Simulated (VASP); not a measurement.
Input of a VASP 6.6.1 run:

File INCAR:

```
PREC = Accurate
ENCUT = 520
EDIFF = 1E-6
ISMEAR = -1
SIGMA = 0.1
LREAL = False
LASPH = True
NELM = 150
ALGO = Normal
ISIF = 2
LWAVE = False
LCHARG = False
ISPIN = 2
MAGMOM = 1.8 0
LORBIT = 11
LMAXMIX = 4
GGA = PS
NBANDS = 20
```

KPOINTS

```
Automatic mesh
0
Gamma
  8 8 5
```

File POSCAR:

```
CoOs
1.0
    2.6712740000      0.0000000000      0.0000000000
   -1.3356370000      2.3133911445      0.0000000000
    0.0000000000      0.0000000000      4.1165570000
Co Os
1 1
Direct
    0.6666670000      0.3333330000      0.5000000000
    0.3333330000      0.6666670000      0.0000000000
```

Potentials or basis: VASP PAW PBE potentials, release 64 (Co, Os).

The run is started by

```bash
$ cat potpaw_PBE.64/Co/POTCAR potpaw_PBE.64/Os/POTCAR > POTCAR
$ mpirun -np 1 vasp_std > vasp.out
```

(1) What does it give for the site moments?

(2) Predict the pressure.

(3) Predict the net moment.

## Answers

(1) Co +0.72; Os -0.04 μB.

(2) -13.3 GPa.

(3) 0.68 μB per cell.

Caveat: the PAW data sets were made with another functional, which shifts forces and pressure a little.
